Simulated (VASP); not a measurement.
## CoSn: single point with PBE

The system is CoSn.

```
CELL_PARAMETERS angstrom
5.34903 0.00000 0.00000
-2.67451 4.63240 0.00000
0.00000 0.00000 4.27217
ATOMIC_POSITIONS crystal
Co 0.00000 0.50000 0.00000
Co 0.50000 0.50000 0.00000
Co 0.50000 0.00000 0.00000
Sn 0.66667 0.33333 0.50000
Sn 0.33333 0.66667 0.50000
Sn 0.00000 0.00000 0.00000
```

| Property | Result |
| --- | --- |
| Program | VASP 6.6.1 |
| Task | single point |
| Functional | PBE |
| Potentials or basis | VASP PAW PBE potentials, release 64 (Co, Sn_d) |
| Cutoff | 600 eV |
| k mesh | 12 × 12 × 8 |
| Occupations | gaussian, width 0.1 eV |
| Spin | no spin polarisation |

```json
{
 "Pressure": "-3.6 GPa",
 "Band gap on the k mesh": "zero (an odd number of electrons rules out a gap without spin polarisation)"
}
```

Levels at points of the mesh, in eV from the Fermi level:
```csv
k point,band 30,band 31,band 32,band 33,band 34,band 35,band 36,band 37,band 38,band 39
"(0.00, 0.00, 0.00)",-0.41,-0.40,-0.40,-0.38,-0.38,0.49,0.53,1.30,1.30,2.85
"(0.50, 0.00, 0.00)",-0.87,-0.60,-0.38,-0.38,0.69,0.98,1.55,1.74,2.30,3.19
"(0.00, 0.00, 0.50)",-0.87,-0.87,-0.46,-0.45,-0.45,-0.37,-0.37,-0.09,0.49,1.07
"(0.50, 0.00, 0.50)",-1.12,-0.88,-0.65,-0.45,-0.39,-0.36,-0.14,0.44,1.19,3.76
```

It took 6.7 min on 1 thread of Intel(R) Xeon(R) Platinum 8488C (Sapphire Rapids), with other jobs on the host, peak memory 0.57 GiB.

Caveat: the cell stands under tension; spin-orbit coupling is left out, which moves the levels of the heavy elements; the run has no spin polarisation, though such a crystal can be magnetic. Spin polarisation is off, so any magnetic state and its effect on volume and gap are missing.
